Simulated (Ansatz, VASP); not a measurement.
# Two plane-wave programs on SiC

```
CELL_PARAMETERS angstrom
0.00000 2.25428 2.25428
2.25428 0.00000 2.25428
2.25428 2.25428 0.00000
ATOMIC_POSITIONS crystal
Si 0.00000 0.00000 0.00000
C 0.25000 0.25000 0.25000
```

Alike in both runs: task single point; functional PBE; k mesh 10 × 10 × 10; occupations gaussian, width 0.02 eV; no spin polarisation.

|  | VASP | Ansatz |
| --- | --- | --- |
| version | VASP 6.6.1 | Ansatz 0.2.0 |
| potentials or method | VASP PAW PBE potentials, release 64 (Si, C) | scalar-relativistic, plane waves, norm-conserving pseudopotentials |
| plane-wave cutoff (eV) | 600 | 1116 |
| valence electrons in the cell | 8 | 8 |

|  | VASP | Ansatz | Ansatz less VASP |
| --- | --- | --- | --- |
| gap on the k mesh at the Fermi level (eV) | 1.44 | 1.44 | -0.008 |
| least direct gap on the mesh (eV) | 4.43 | 4.43 | -0.004 |
| pressure (GPa) | -15.7 | -15.4 | +0.32 |
